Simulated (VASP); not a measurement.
# SnO2 (P-3m1) in VASP: further runs, part 2 of 3

VASP 6.6.1. The steps go on from the part before.

## Step 3: Single point, PBE+D3(BJ) (volume scaled by 0.97, then relaxed in part)

The input, INCAR:

```
PREC = Accurate
ENCUT = 520
EDIFF = 1E-6
ISMEAR = 0
SIGMA = 0.02
LREAL = False
LASPH = True
NELM = 60
ALGO = Normal
ISIF = 2
LWAVE = False
LCHARG = True
GGA = PE
IVDW = 12
LELF = True
LVHAR = True
NBANDS = 20
```

The input, KPOINTS:

```
Automatic mesh
0
Gamma
  12 12 6
```

The input, POSCAR:

```
SnO2
1.0
    3.2110173186      0.0000000000      0.0000000000
   -1.6055086593      2.7808225699      0.0000000000
    0.0000000000      0.0000000000      4.4713645435
Sn O
1 2
Direct
    0.0000000000      0.0000000000      0.5000000000
    0.3333333333      0.6666666667      0.7258502191
    0.6666666667      0.3333333333      0.2741497809
```

Potentials or basis: VASP PAW PBE potentials, release 64 (Sn_d, O).

Command:

```sh
$ cat potpaw_PBE.64/Sn_d/POTCAR potpaw_PBE.64/O/POTCAR > POTCAR
$ mpirun -np 1 vasp_std > vasp.out
```

OUTCAR:

```text
PREC = Accurate
   ENCUT = 520
   EDIFF = 1E-6
   ISMEAR = 0
   LREAL = False
   LASPH = True
   NELM = 60
   ISIF = 2
   GGA = PE
   IVDW = 12
 IVDW          = 12

 ion  position               nearest neighbor table
   1  0.000  0.000  0.500-   2 2.11   3 2.11   3 2.11   2 2.11   3 2.11   2 2.11
   2  0.333  0.667  0.726-   1 2.11   1 2.11   1 2.11
   3  0.667  0.333  0.274-   1 2.11   1 2.11   1 2.11

  LATTYP: Found a hexagonal cell.
 ALAT       =     3.2110173186
 C/A-ratio  =     1.3925071402

  Lattice vectors:

 A1 = (   3.2110173186,   0.0000000000,   0.0000000000)
 A2 = (  -1.6055086593,   2.7808225699,   0.0000000000)
 A3 = (   0.0000000000,   0.0000000000,   4.4713645435)

Analysis of symmetry for initial positions (statically):
=====================================================================
 Subroutine PRICEL returns:
 Original cell was already a primitive cell.

 Routine SETGRP: Setting up the symmetry group for a
 hexagonal supercell.

 Subroutine GETGRP returns: Found 12 space group operations
 (whereof 12 operations were pure point group operations)
 out of a pool of 24 trial point group operations.

The static configuration has the point symmetry D_3d.

[... 162 lines left out ...]
 E-fermi :   4.6018     XC(G=0): -10.5571

 val. band max:        4.4352395317   @ k =   0.0833   0.0833   0.0000
 cond. band min:       6.2002819409   @ k =   0.0000   0.0000   0.0000
 fundamental gap:      1.7650424092
 Fermi energy:         4.6018189570

 k-point     1 :       0.0000    0.0000    0.0000
  band No.  band energies     occupation
      1     -15.7322      2.00000
      2     -15.4880      2.00000
      3     -15.4880      2.00000
      4     -15.2942      2.00000
      5     -15.2942      2.00000
      6     -13.7920      2.00000
[... 541 lines left out ...]
     19      19.1714      0.00000
     20      21.8144      0.00000

 [... further k-points ...]

------------------------ aborting loop because EDIFF is reached ----------------------------------------

 Edisp (eV)   -0.58616

 E8    (eV) :    -0.2326

  FORCE on cell =-STRESS in cart. coord.  units (eV):
  Direction    XX          YY          ZZ          XY          YZ          ZX
  --------------------------------------------------------------------------------------
  -------------------------------------------------------------------------------------
  Total       0.46832     0.46832     0.31691     0.00000     0.00000     0.00000
  in kB      18.79319    18.79319    12.71706     0.00000     0.00000     0.00000
  external pressure =       16.77 kB  Pullay stress =        0.00 kB

 VOLUME and BASIS-vectors are now :
 -----------------------------------------------------------------------------
  energy-cutoff  :      520.00
  volume of cell :       39.93
      direct lattice vectors                 reciprocal lattice vectors
     3.211017319  0.000000000  0.000000000     0.311427782  0.179802914  0.000000000
    -1.605508659  2.780822570  0.000000000     0.000000000  0.359605827  0.000000000
     0.000000000  0.000000000  4.471364544     0.000000000  0.000000000  0.223645375

 POSITION                                       TOTAL-FORCE (eV/Angst)
 -----------------------------------------------------------------------------------
      0.00000      0.00000      2.23568        -0.000000     -0.000000      0.000000
     -0.00000      1.85388      3.24554         0.000000      0.000000      0.052053
      1.60551      0.92694      1.22582        -0.000000     -0.000000     -0.052053
 -----------------------------------------------------------------------------------
    total drift:                                0.000000      0.000000      0.000000

  FREE ENERGIE OF THE ION-ELECTRON SYSTEM (eV)
  ---------------------------------------------------
  free  energy   TOTEN  =       -18.7042935592 eV

  energy  without entropy=      -18.7042935592  energy(sigma->0) =      -18.70429356
```

OSZICAR:

```text
N       E                     dE             d eps       ncg     rms          rms(c)
DAV:   1     0.256962040827E+03    0.25696E+03   -0.13915E+04  4240   0.197E+03
DAV:   2     0.728464842688E+01   -0.24968E+03   -0.23675E+03  4364   0.505E+02
DAV:   3    -0.202973028250E+02   -0.27582E+02   -0.27314E+02  4612   0.140E+02
DAV:   4    -0.210603813530E+02   -0.76308E+00   -0.76240E+00  4424   0.251E+01
DAV:   5    -0.210752702003E+02   -0.14889E-01   -0.14888E-01  4860   0.371E+00    0.107E+01
DAV:   6    -0.181402809048E+02    0.29350E+01   -0.11211E+01  6084   0.567E+01    0.439E+00
DAV:   7    -0.181354579680E+02    0.48229E-02   -0.63963E-01  4108   0.662E+00    0.212E+00
DAV:   8    -0.181182782162E+02    0.17180E-01   -0.66710E-02  4284   0.271E+00    0.460E-01
DAV:   9    -0.181174763806E+02    0.80184E-03   -0.10408E-02  5412   0.152E+00    0.934E-02
DAV:  10    -0.181181074400E+02   -0.63106E-03   -0.19460E-03  4120   0.349E-01    0.349E-02
DAV:  11    -0.181181303011E+02   -0.22861E-04   -0.43055E-05  5420   0.612E-02    0.217E-02
DAV:  12    -0.181181333984E+02   -0.30974E-05   -0.79547E-06  4168   0.250E-02    0.590E-03
DAV:  13    -0.181181333728E+02    0.25600E-07   -0.85213E-07  3672   0.993E-03
   1 F= -.18704294E+02 E0= -.18704294E+02  d E =-.588120E-34
```

stdout:

```text
POSCAR found type information on POSCAR SnO
 POSCAR found :  2 types and       3 ions
 scaLAPACK will be used
 LDA part: xc-table for (Slater+PW92), standard interpolation
 POSCAR, INCAR and KPOINTS ok, starting setup
 FFT: planning ... GRIDC
 FFT: planning ... GRID_SOFT
 FFT: planning ... GRID
 WAVECAR not read
 entering main loop
```

Run time: 94 s. Hardware: 1 thread of Intel Xeon 8259CL, shared host; peak memory 0.22 GiB.

Results:

```
Free energy                : -18.7043 eV
Pressure                   : 1.7 GPa
Largest force              : 0.052 eV/Å
Band gap on the k mesh     : 1.77 eV, indirect (least direct gap 1.80 eV)
Dispersion energy per atom : -0.195 eV
```

Forces on the atoms (eV/Å):
```
Sn   0.000  0.000  0.000
O    0.000  0.000  0.052
O    0.000  0.000 -0.052
```

Stress tensor (GPa, compression positive):
```
1.88 0.00 0.00
0.00 1.88 0.00
0.00 0.00 1.27
```

Caveat: the cell differs from its parent crystal (volume scaled by 0.97, then relaxed in part); spin-orbit coupling is left out, which moves the levels of the heavy elements. A k mesh can miss the band edges.

## Step 4: Single point, PBE+D3(BJ)

This run uses another cell than the first one, of 13.72 Å³/atom, 1.064 times its volume.

The input, INCAR:

```
ALGO = Normal
EDIFF = 1E-7
ENCUT = 520
GGA = PE
ISIF = 2
ISMEAR = 0
IVDW = 12
LASPH = T
LCHARG = F
LREAL = F
LWAVE = F
NBANDS = 20
NELM = 60
PREC = Accurate
SIGMA = 0.02
```

The input, KPOINTS:

```
k-points
0
Gamma
  12 12 6
```

The input, POSCAR:

```
SnO2
1.0
    3.2163886046      0.0000000000      0.0000000000
   -1.6081943023      2.7854742400      0.0000000000
    0.0000000000      0.0000000000      4.5942710170
Sn O
1 2
Direct
    0.0000000000      0.0000000000      0.5000000000
    0.3333333333      0.6666666667      0.7199800773
    0.6666666667      0.3333333333      0.2800199227
```

Potentials or basis: VASP PAW PBE potentials, release 64 (Sn_d, O).

Command:

```sh
$ cat potpaw_PBE.64/Sn_d/POTCAR potpaw_PBE.64/O/POTCAR > POTCAR
$ mpirun -np 1 vasp_std > vasp.out
```

OUTCAR:

```text
EDIFF = 1E-7
   ENCUT = 520
   GGA = PE
   ISIF = 2
   ISMEAR = 0
   IVDW = 12
   LASPH = T
   LREAL = F
   NELM = 60
   PREC = Accurate
 IVDW          = 12

 ion  position               nearest neighbor table
   1  0.000  0.000  0.500-   2 2.11   3 2.11   2 2.11   3 2.11   3 2.11   2 2.11
   2  0.333  0.667  0.720-   1 2.11   1 2.11   1 2.11
   3  0.667  0.333  0.280-   1 2.11   1 2.11   1 2.11

  LATTYP: Found a hexagonal cell.
 ALAT       =     3.2163886046
[... 746 lines left out ...]

 Edisp (eV)   -0.56534

 E8    (eV) :    -0.2237

  FORCE on cell =-STRESS in cart. coord.  units (eV):
  Direction    XX          YY          ZZ          XY          YZ          ZX
  --------------------------------------------------------------------------------------
  -------------------------------------------------------------------------------------
  Total       0.20431     0.20431     0.05260     0.00000     0.00000     0.00000
  in kB       7.95261     7.95261     2.04733     0.00000     0.00000     0.00000
  external pressure =        5.98 kB  Pullay stress =        0.00 kB

 VOLUME and BASIS-vectors are now :
 -----------------------------------------------------------------------------
  energy-cutoff  :      520.00
  volume of cell :       41.16
      direct lattice vectors                 reciprocal lattice vectors
     3.216388605  0.000000000  0.000000000     0.310907705  0.179502647  0.000000000
    -1.608194302  2.785474240  0.000000000     0.000000000  0.359005295  0.000000000
     0.000000000  0.000000000  4.594271017     0.000000000  0.000000000  0.217662388

 POSITION                                       TOTAL-FORCE (eV/Angst)
 -----------------------------------------------------------------------------------
      0.00000      0.00000      2.29714        -0.000000      0.000000      0.000000
     -0.00000      1.85698      3.30778         0.000000     -0.000000      0.052819
      1.60819      0.92849      1.28649         0.000000      0.000000     -0.052819
 -----------------------------------------------------------------------------------
    total drift:                               -0.000000      0.000000      0.000000

  FREE ENERGIE OF THE ION-ELECTRON SYSTEM (eV)
  ---------------------------------------------------
  free  energy   TOTEN  =       -18.7091301752 eV

  energy  without entropy=      -18.7091301752  energy(sigma->0) =      -18.70913018
```

stdout:

```text
POSCAR found type information on POSCAR SnO
 POSCAR found :  2 types and       3 ions
 scaLAPACK will be used
 LDA part: xc-table for (Slater+PW92), standard interpolation
 POSCAR, INCAR and KPOINTS ok, starting setup
 FFT: planning ... GRIDC
 FFT: planning ... GRID_SOFT
 FFT: planning ... GRID
 WAVECAR not read
 entering main loop
```

It took 94 s on 1 thread of Intel Xeon 8259CL, shared host; peak memory 0.22 GiB.

Results:

| Item | Value |
| --- | --- |
| Free energy | -18.7091 eV |
| Pressure | 0.6 GPa |
| Largest force | 0.053 eV/Å |
| Band gap on the k mesh | 1.85 eV, indirect (least direct gap 1.91 eV) |
| Dispersion energy per atom | -0.188 eV |

Forces in eV/Å, atoms in the order of the input:
```
Sn   0.000  0.000  0.000
O    0.000  0.000  0.053
O    0.000  0.000 -0.053
```

Caveat: spin-orbit coupling is left out, which moves the levels of the heavy elements. A hybrid or GW would open this gap; PBE tends to underestimate it.

## Step 5: Single point, PBE+D3(BJ) (volume scaled by 1.03, then relaxed in part)

The input, INCAR:

```
SYSTEM = SnO2
  PREC = Accurate
  ENCUT = 520
  EDIFF = 1E-6
  ISMEAR = 0
  SIGMA = 0.02
  LREAL = .FALSE.
  LASPH = .TRUE.
  NELM = 80
  ALGO = Normal
  ISIF = 2
  LWAVE = .FALSE.
  LCHARG = .FALSE.
  GGA = PE
  IVDW = 12
  NBANDS = 20
```

The input, KPOINTS:

```
regular mesh
0
G
  12 12 6
  0 0 0
```

The input, POSCAR:

```
SnO2
1.0
    3.2201607550      0.0000000000      0.0000000000
   -1.6100803775      2.7887410181      0.0000000000
    0.0000000000      0.0000000000      4.7210191202
Sn O
1 2
Direct
    0.0000000000      0.0000000000      0.5000000000
    0.3333333333      0.6666666667      0.7143241157
    0.6666666667      0.3333333333      0.2856758843
```

Command:

```sh
$ cat potpaw_PBE.64/Sn_d/POTCAR potpaw_PBE.64/O/POTCAR > POTCAR
$ mpirun -np 1 vasp_std > vasp.out
```

It took 91 s on 1 thread of Intel Xeon 8259CL, shared host; peak memory 0.22 GiB.

It converged, with:

```
Free energy                : -18.7069 eV
Pressure                   : -0.2 GPa
Largest force              : 0.045 eV/Å
Band gap on the k mesh     : 1.94 eV, indirect (least direct gap 2.03 eV)
Dispersion energy per atom : -0.182 eV
```

Forces in eV/Å, atoms in the order of the input:
```
Sn   0.000  0.000  0.000
O    0.000  0.000  0.045
O    0.000  0.000 -0.045
```

Stress tensor (GPa, compression positive):
```
 0.04  0.00  0.00
 0.00  0.04  0.00
 0.00  0.00 -0.57
```

Levels at points of the mesh, in eV from the valence-band top:
| k point | band 9 | band 10 | band 11 | band 12 | band 13 | band 14 | band 15 | band 16 | band 17 | band 18 |
| --- | --- | --- | --- | --- | --- | --- | --- | --- | --- | --- |
| (0.00, 0.00, 0.00) | -1.30 | -1.30 | -0.91 | -0.91 | -0.09 | 1.94 | 5.85 | 11.23 | 11.23 | 11.93 |
| (0.50, 0.00, 0.00) | -4.11 | -3.08 | -1.59 | -0.46 | -0.28 | 5.34 | 7.44 | 10.70 | 11.60 | 11.88 |
| (0.00, 0.00, 0.50) | -1.35 | -1.35 | -1.32 | -0.85 | -0.85 | 3.26 | 5.55 | 11.17 | 11.17 | 12.34 |
| (0.50, 0.00, 0.50) | -4.48 | -2.97 | -1.07 | -0.61 | -0.33 | 5.23 | 7.06 | 10.37 | 12.16 | 12.79 |

Caveat: the cell differs from its parent crystal (volume scaled by 1.03, then relaxed in part); spin-orbit coupling is left out, which moves the levels of the heavy elements. A k mesh can miss the band edges.

[end of part 2 of 3]
